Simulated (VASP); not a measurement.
Input of a VASP 6.6.1 run:

Contents of INCAR:

```
PREC     = Accurate       # precision mode
ENCUT    = 520            # plane-wave cutoff, eV
EDIFF    = 1E-7           # SCF threshold, eV
ISMEAR   = 0              # smearing method
SIGMA    = 0.05           # smearing width, eV
LREAL    = False          # projectors in reciprocal space
LASPH    = True           # aspherical terms in the spheres
NELM     = 80             # most SCF steps
ALGO     = Normal         # electronic algorithm
ISIF     = 2              # what is computed and relaxed
LWAVE    = False          # write WAVECAR
LCHARG   = False          # write CHGCAR
GGA      = PE             # functional
NBANDS   = 20             # bands
```

The input KPOINTS:

```
Automatic mesh
0
Gamma
  12 12 2
```

File POSCAR:

```
Te2Mo
1.0
    3.5993453285      0.0000000000      0.0000000000
   -1.7996726643      3.1171244914      0.0000000000
    0.0000000000      0.0000000000     15.7219403948
Te Mo
2 1
Direct
    0.3333333333      0.6666666667      0.8967969900
    0.3333333333      0.6666666667      0.1032030100
    0.0000000000      0.0000000000      0.0000000000
```

Potentials or basis: VASP PAW PBE potentials, release 64 (Te, Mo_sv).

Run with:

```console
$ cat potpaw_PBE.64/Te/POTCAR potpaw_PBE.64/Mo_sv/POTCAR > POTCAR
$ mpirun -np 1 vasp_std > vasp.out
```

Q: Estimate the largest force.

A: 2.862 eV/Å.

Q: Predict the band gap on the k mesh.

A: 0.46 eV (least direct gap 0.77 eV).

Forces on the atoms (eV/Å):
```
Te   0.000  0.000 -2.862
Te   0.000  0.000  2.862
Mo   0.000  0.000  0.000
```

Caveat: there is no dipole correction, which matters where the two faces differ; spin-orbit coupling is left out, which moves the levels of the heavy elements.
